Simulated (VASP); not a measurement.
Pt: single point with PBE

Pt:

```
CELL_PARAMETERS angstrom
0.00000 2.88988 2.88988
2.88988 0.00000 2.88988
2.88988 2.88988 0.00000
ATOMIC_POSITIONS crystal
Pt 0.12500 0.12500 0.12500
Pt 0.87500 0.87500 0.87500
```

This isn't the form of Pt at room conditions, which is fcc.

* Program: VASP 6.6.1
* Task: single point
* Functional: PBE
* Potentials or basis: VASP PAW PBE potentials, release 64 (Pt)
* Cutoff: 520 eV
* k mesh: 10 × 10 × 10
* Occupations: fermi-dirac, width 0.1 eV
* Spin: no spin polarisation

* Pressure: -0.4 GPa
* Band gap on the k mesh: zero (bands 10 and 11 overlap by 0.57 eV)

Levels at points of the mesh, in eV from the Fermi level:
```
           k point  band 7  band 8  band 9  band 10  band 11  band 12  band 13  band 14
(0.00, 0.00, 0.00)   -1.82   -1.82   -1.82    -0.09    -0.09    10.40    10.56    11.51
(0.50, 0.00, 0.00)   -1.35   -1.35   -1.27    -0.41    -0.41     0.74     7.92     7.92
(0.50, 0.50, 0.00)   -2.42   -2.42   -0.15    -0.15     1.28     1.28     3.91     3.91
```

It took 33 s on 1 thread of Intel Xeon 8259CL, on a shared host, peak memory 0.18 GiB.

Caveat: spin-orbit coupling is left out, which moves the levels of the heavy elements.
